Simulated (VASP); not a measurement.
# Ta in VASP: a series of runs, part 2 of 2

VASP 6.6.1.

### 4 Single point, optB86b-vdW (cell strained by +1.0% along z)

INCAR

```
SYSTEM = Ta
GGA      = MK             ! functional
LUSE_VDW = .True.       
AGGAC    = 0.0          
PARAM1   = 0.1234       
PARAM2   = 1.0          
ISMEAR   = -1             ! smearing method
SIGMA    = 0.02           ! smearing width, eV
LWAVE    = .False.        ! write WAVECAR
LCHARG   = .False.        ! write CHGCAR
ISIF     = 2              ! what is computed and relaxed
PREC     = Accurate       ! precision mode
LASPH    = .True.         ! aspherical terms in the spheres
LREAL    = .False.        ! projectors in reciprocal space
ALGO     = Normal         ! electronic algorithm
EDIFF    = 1E-6           ! SCF threshold, eV
NELM     = 120            ! most SCF steps
GGA_COMPAT= .False.      
ENCUT    = 590            ! plane-wave cutoff, eV
```

KPOINTS

```
Automatic mesh
0
Gamma
  26 26 26
  0 0 0
```

POSCAR

```
Ta
1.0
   -1.6512800000      1.6512800000      1.6677928000
    1.6512800000     -1.6512800000      1.6677928000
    1.6512800000      1.6512800000     -1.6677928000
Ta
1
Direct
    0.0000000000      0.0000000000      0.0000000000
```

Potentials or basis: VASP PAW PBE potentials, release 64 (Ta_pv).

On the command line:

```bash
cat potpaw_PBE.64/Ta_pv/POTCAR > POTCAR
mpirun -np 1 vasp_std > vasp.out
```

OUTCAR:

```text
SYSTEM = Ta
   GGA = MK
   ISMEAR = -1
   ISIF = 2
   PREC = Accurate
   LASPH = .True.
   LREAL = .False.
   EDIFF = 1E-6
   NELM = 120
   ENCUT = 590

 ion  position               nearest neighbor table
   1  0.000  0.000  0.000-

  LATTYP: Found a body centered tetragonal cell.
 ALAT       =     3.3025600000
 C/A-ratio  =     1.0100000000

  Lattice vectors:

 A1 = (  -1.6512800000,   1.6512800000,   1.6677928000)
 A2 = (   1.6512800000,  -1.6512800000,   1.6677928000)
 A3 = (   1.6512800000,   1.6512800000,  -1.6677928000)

Analysis of symmetry for initial positions (statically):
=====================================================================
 Subroutine PRICEL returns:
 Original cell was already a primitive cell.

 Routine SETGRP: Setting up the symmetry group for a
 body centered tetragonal supercell.

 Subroutine GETGRP returns: Found 16 space group operations
 (whereof 16 operations were pure point group operations)
 out of a pool of 16 trial point group operations.

The static configuration has the point symmetry D_4h.

Analysis of symmetry for dynamics (positions and initial velocities):
=====================================================================
 Subroutine PRICEL returns:
 Original cell was already a primitive cell.

 Routine SETGRP: Setting up the symmetry group for a
 body centered tetragonal supercell.

 Subroutine GETGRP returns: Found 16 space group operations
 (whereof 16 operations were pure point group operations)
 out of a pool of 16 trial point group operations.

The dynamic configuration has the point symmetry D_4h.

 Subroutine INISYM returns: Found 16 space group operations
 (whereof 16 operations are pure point group operations),
 and found     1 'primitive' translations

----------------------------------------------------------------------------------------

                                     Primitive cell

  volume of cell :      18.1905

  direct lattice vectors                    reciprocal lattice vectors
[... 114 lines left out ...]
   AEXX    =    0.0000 exact exchange contribution
   IVDW_NL    =     1    kernel type
   BPARAM     = 6.3000
   IVDW    =     0    specifies the selected vdW correction
   LEPSILON=     F    determine dielectric tensor
   LRPA    =     F    only Hartree local field effects (RPA)

   CSHIFT  =0.1000    complex shift for real part using Kramers Kronig

   OMEGAMAX=  -1.0    maximum frequency
 non-spin polarized calculation
  energy-cutoff  :      590.00
  volume of cell :       18.19
 maximum number of plane-waves:       607
   NGX = 11   NGY = 11   NGZ = 11

 number of electron      11.0000001 magnetization

 Free energy of the ion-electron system (eV)
  ---------------------------------------------------
  ext. energy  EPLUGINS =         0.00000000
  ---------------------------------------------------
  free energy    TOTEN  =        -9.35552476 eV

  energy without entropy =       -9.35389889  energy(sigma->0) =       -9.35471183

 E-fermi :   5.3078     XC(G=0): -12.6059

 val. band max:        5.3073160179   @ k =  -0.1154   0.2308   0.0385
 cond. band min:       5.3089406672   @ k =  -0.0769   0.2308   0.0769
 fundamental gap:      0.0016246493
 Fermi energy:         5.3078091188

 k-point     1 :       0.0000    0.0000    0.0000
  band No.  band energies     occupation
      1     -27.8041      2.00000
      2     -27.8018      2.00000
      3     -27.8018      2.00000
      4      -2.5452      2.00000
      5       5.9823      0.00000
      6       5.9823      0.00000
      7       6.1058      0.00000
      8       9.1744      0.00000
      9       9.3436      0.00000
[... 265 lines left out ...]
 k-point    24 :       0.3846    0.0385   -0.0000
  band No.  band energies     occupation
      1     -28.8429      2.00000
      2     -28.1401      2.00000
      3     -27.8132      2.00000
      4       0.9813      2.00000
      5       3.9947      2.00000
      6       5.9716      0.00000
      7       9.1147      0.00000
      8       9.9614      0.00000
      9      11.9242      0.00000

 [... further k-points ...]

------------------------ aborting loop because EDIFF is reached ----------------------------------------

  FORCE on cell =-STRESS in cart. coord.  units (eV):
  Direction    XX          YY          ZZ          XY          YZ          ZX
  --------------------------------------------------------------------------------------
  -------------------------------------------------------------------------------------
  Total       -0.2290179     -0.2290179     -0.3615432      0.0000000     -0.0000000      0.0000000
  in kB      -20.1714163    -20.1714163    -31.8439739      0.0000000     -0.0000000      0.0000000
  external PRESSURE =     -24.0622688 kB  Pullay stress =       0.0000000 kB

 VOLUME and BASIS-vectors are now :
 -----------------------------------------------------------------------------
  energy-cutoff  :      590.00
  volume of cell :       18.19
      direct lattice vectors                 reciprocal lattice vectors
    -1.651280000  1.651280000  1.667792800     0.000000000  0.302795407  0.299797433
     1.651280000 -1.651280000  1.667792800     0.302795407  0.000000000  0.299797433
     1.651280000  1.651280000 -1.667792800     0.302795407  0.302795407  0.000000000

 POSITION                                       TOTAL-FORCE (eV/Angst)
 -----------------------------------------------------------------------------------
      0.00000      0.00000      0.00000         0.000000      0.000000     -0.000000
 -----------------------------------------------------------------------------------
    total drift:                                0.000000     -0.000000     -0.000000

  FREE ENERGIE OF THE ION-ELECTRON SYSTEM (eV)
  ---------------------------------------------------
  free  energy   TOTEN  =        -9.3555247581 eV

  energy  without entropy=       -9.3538988930  energy(sigma->0) =       -9.35471183

Total vdW correction in eV:      1.3315970
```

OSZICAR:

```text
N       E                     dE             d eps       ncg     rms          rms(c)
DAV:   1     0.530108335101E+02    0.53011E+02   -0.70082E+03 23964   0.128E+03
DAV:   2    -0.905936267324E+01   -0.62070E+02   -0.61200E+02 30781   0.260E+02
DAV:   3    -0.980600433592E+01   -0.74664E+00   -0.71565E+00 27906   0.280E+01
DAV:   4    -0.981133616298E+01   -0.53318E-02   -0.53203E-02 27259   0.189E+00
DAV:   5    -0.981137261919E+01   -0.36456E-04   -0.36454E-04 26903   0.137E-01    0.132E+01
DAV:   6    -0.946069958470E+01    0.35067E+00   -0.39457E-01 24821   0.762E+00    0.636E+00
DAV:   7    -0.935664061425E+01    0.10406E+00   -0.31749E-01 25107   0.648E+00    0.361E-01
DAV:   8    -0.935554384758E+01    0.10968E-02   -0.37863E-03 26031   0.816E-01    0.780E-02
DAV:   9    -0.935552853274E+01    0.15315E-04   -0.99803E-05 25456   0.125E-01    0.320E-02
DAV:  10    -0.935552480646E+01    0.37263E-05   -0.83200E-06 26402   0.410E-02    0.384E-03
DAV:  11    -0.935552475807E+01    0.48382E-07   -0.22706E-07 12821   0.696E-03
   1 F= -.93555248E+01 E0= -.93547118E+01  d E =-.162587E-02
```

Run time: 60 s. Hardware: 1 thread of Intel Xeon 6975P-C (Granite Rapids), shared host; peak memory 0.51 GiB.

What came out:

```
Free energy            : -9.3555 eV
Pressure               : -2.4 GPa
Band gap on the k mesh : zero (an odd number of electrons rules out a gap without spin polarisation)
```

Caveat: the cell differs from its parent crystal (cell strained by +1.0% along z); the PAW data sets were made with another functional, which shifts forces and pressure a little; spin-orbit coupling is left out, which moves the levels of the heavy elements.

### 5 Summary

```csv
task,level,cell,k mesh,cutoff (eV),smearing,dipole correction,grid for exact exchange (PRECFOCK),share of exact exchange,screening parameter,tolerance level,gap on the mesh (eV),pressure (GPa),relaxed volume (Å³/atom)
relaxation of cell and atoms,HSE06,"relaxed from a = 2.860 Å, angles 109.5°, 1 atom",6 × 6 × 6,600,fermi-dirac 0.05 eV,no,Normal,0.25,0.2079 1/Å,-,none,0.0,18.32
relaxation of cell and atoms,PBE-based screened hybrid with 25 % exact exchange,"relaxed from a = 2.860 Å, angles 109.5°, 1 atom",6 × 6 × 6,600,fermi-dirac 0.05 eV,no,Normal,0.25,0.3 1/Å,-,none,0.0,18.31
single point,optB86b-vdW,"a = 2.870 Å, angles 109.7, 109.7, 108.9°, 1 atom",26 × 26 × 26,590,fermi-dirac 0.02 eV,-,-,-,-,standard,none,-2.4,-
```

Alike in all rows: potentials or basis VASP PAW PBE potentials, release 64 (Ta_pv); no spin polarisation.

Caveats: some runs use coarse meshes; the PAW data sets were made with another functional, which shifts forces and pressure a little; spin-orbit coupling is left out, which moves the levels of the heavy elements.

Absolute energies hang on the potentials; compare differences alone.
